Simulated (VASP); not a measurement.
Set up this calculation in VASP 6.6.1, as the native input.

* Task: single point
* Functional: r2SCAN
* Potentials or basis: VASP PAW PBE potentials, release 64 (Si, O)
* Cutoff: 520 eV
* k mesh: 6 × 6 × 4
* Occupations: gaussian, width 0.02 eV
* Spin: no spin polarisation
* Dipole correction: no
* Further INCAR settings: ALGO = Normal; EDIFF = 1e-06; NBANDS = 34

SiO2:

```
CELL_PARAMETERS angstrom
4.85359 0.00000 0.00000
-2.42680 4.20333 0.00000
0.00000 0.00000 5.47969
ATOMIC_POSITIONS crystal
Si 0.00000 0.50000 0.33333
Si 0.50000 0.50000 0.66667
Si 0.50000 0.00000 0.00000
O 0.60098 0.80049 0.83333
O 0.80049 0.60098 0.50000
O 0.80049 0.19951 0.16667
O 0.39902 0.19951 0.83333
O 0.19951 0.39902 0.50000
O 0.19951 0.80049 0.16667
```

This cell differs from its parent crystal: volume scaled by 0.91, then relaxed in part.

The input as run:

POSCAR

```
SiO2
1.0
    4.8535911466      0.0000000000      0.0000000000
   -2.4267955733      4.2033332325      0.0000000000
    0.0000000000      0.0000000000      5.4796851957
Si O
3 6
Direct
    0.0000000000      0.5000000000      0.3333333333
    0.5000000000      0.5000000000      0.6666666667
    0.5000000000      0.0000000000      0.0000000000
    0.6009761781      0.8004880890      0.8333333333
    0.8004880890      0.6009761781      0.5000000000
    0.8004880890      0.1995119110      0.1666666667
    0.3990238219      0.1995119110      0.8333333333
    0.1995119110      0.3990238219      0.5000000000
    0.1995119110      0.8004880890      0.1666666667
```

INCAR.step1

```
SYSTEM = SiO2
  PREC = Accurate
  ENCUT = 520
  ISMEAR = 0
  SIGMA = 0.02
  LREAL = .FALSE.
  LASPH = .TRUE.
  NELM = 80
  NBANDS = 34
  GGA = PE
  ALGO = Normal
  EDIFF = 1E-4
  LWAVE = .TRUE.
  LCHARG = .FALSE.
```

INCAR.step2

```
SYSTEM = SiO2
  PREC = Accurate
  ENCUT = 520
  EDIFF = 1E-6
  ISMEAR = 0
  SIGMA = 0.02
  LREAL = .FALSE.
  LASPH = .TRUE.
  NELM = 80
  ALGO = Normal
  ISIF = 2
  LWAVE = .FALSE.
  LCHARG = .FALSE.
  METAGGA = R2SCAN
  LMIXTAU = .TRUE.
  NBANDS = 34
  ISTART = 1
```

KPOINTS

```
regular mesh
0
G
  6 6 4
  0 0 0
```

Potentials or basis: VASP PAW PBE potentials, release 64 (Si, O).

Launch:

```bash
$ cat potpaw_PBE.64/Si/POTCAR potpaw_PBE.64/O/POTCAR > POTCAR
$ cp INCAR.step1 INCAR
$ mpirun -np 1 vasp_std > vasp.out
$ cp INCAR.step2 INCAR
$ mpirun -np 1 vasp_std > vasp.out
```

It gave:

```
Pressure               : 15.2 GPa
Largest force          : 0.016 eV/Å
Band gap on the k mesh : 6.49 eV, indirect (least direct gap 6.58 eV)
```

Caveat: the PAW data sets were made with another functional, which shifts forces and pressure a little.

It took 120 s on 1 thread of Intel(R) Xeon(R) 6975P-C (Granite Rapids), on a shared host, peak memory 0.25 GiB.
